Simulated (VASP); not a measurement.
Runs of VASP 6.6.1 on Gd. The structure is that of space group Im-3m (No. 229), or close to it. The cells are those of the table. This isn't the form of Gd at room conditions, which is hcp.

| task | level | spin | U | cell | k mesh | cutoff (eV) | smearing | gap on the mesh (eV) | pressure (GPa) | moment (μB) | relaxed volume (Å³/atom) |
| --- | --- | --- | --- | --- | --- | --- | --- | --- | --- | --- | --- |
| single point | r2SCAN | collinear, ferromagnetic start | - | a = 3.377 Å, angles 109.5°, 1 atom | 9 × 9 × 9 | 520 | fermi-dirac 0.05 eV | none | 5.0 | 7.96 | - |
| relaxation of cell and atoms | r2SCAN | collinear, ferromagnetic start | - | relaxed from a = 3.507 Å, angles 109.5°, 1 atom | 9 × 9 × 9 | 600 | fermi-dirac 0.05 eV | none | 0.0 | 7.98 | (b) |
| single point | r2SCAN | collinear, ferromagnetic start | - | a = 3.130 Å, angles 109.5°, 1 atom | 9 × 9 × 9 | 520 | fermi-dirac 0.05 eV | none | 20.1 | 7.84 | - |
| single point | r2SCAN | collinear, ferromagnetic start | - | a = 3.275 Å, angles 109.5°, 1 atom | 9 × 9 × 9 | 520 | fermi-dirac 0.05 eV | none | 10.0 | 7.91 | - |
| single point | r2SCAN | collinear, ferromagnetic start | - | a = 3.020 Å, angles 109.5°, 1 atom | 9 × 9 × 9 | 520 | fermi-dirac 0.05 eV | none | (a) | 7.79 | - |
| relaxation of cell and atoms | PBEsol+D4+U | non-collinear, typed start | Gd f U = 3.0 eV | relaxed from a = 3.507 Å, angles 109.5°, 1 atom | 7 × 7 × 7 | 600 | methfessel-paxton 0.1 eV | none | 0.0 | 7.64 | 30.23 |
| single point | PBEsol+D4+U | non-collinear, typed start | Gd f U = 3.0 eV | a = 3.393 Å, angles 109.5°, 1 atom | 7 × 7 × 7 | 520 | methfessel-paxton 0.1 eV | none | 0.1 | 7.64 | - |
| single point | r2SCAN | collinear, ferromagnetic start | - | a = 3.455 Å, angles 109.5°, 1 atom | 9 × 9 × 9 | 520 | fermi-dirac 0.05 eV | none | 2.0 | 7.96 | - |
| single point | r2SCAN | collinear, ferromagnetic start | - | a = 3.521 Å, angles 109.5°, 1 atom | 9 × 9 × 9 | 520 | fermi-dirac 0.05 eV | none | 0.0 | 7.98 | - |

Alike in all rows: potentials or basis VASP PAW PBE potentials, release 64 (Gd).

Task: Estimate the missing entries.

Result: (a) 30.1; (b) 33.57.

Caveats: the PAW data sets were made with another functional, which shifts forces and pressure a little; spin-orbit coupling is left out, which moves the levels of the heavy elements; semilocal functionals describe open f shells poorly, which spoils levels, moments and volumes (at least some runs); the cell stands under pressure (at least some runs).

A k mesh can miss the band edges, and the runs leave out spin-orbit coupling on Gd.

A gap of «none» marks levels without a gap at the run's occupations.
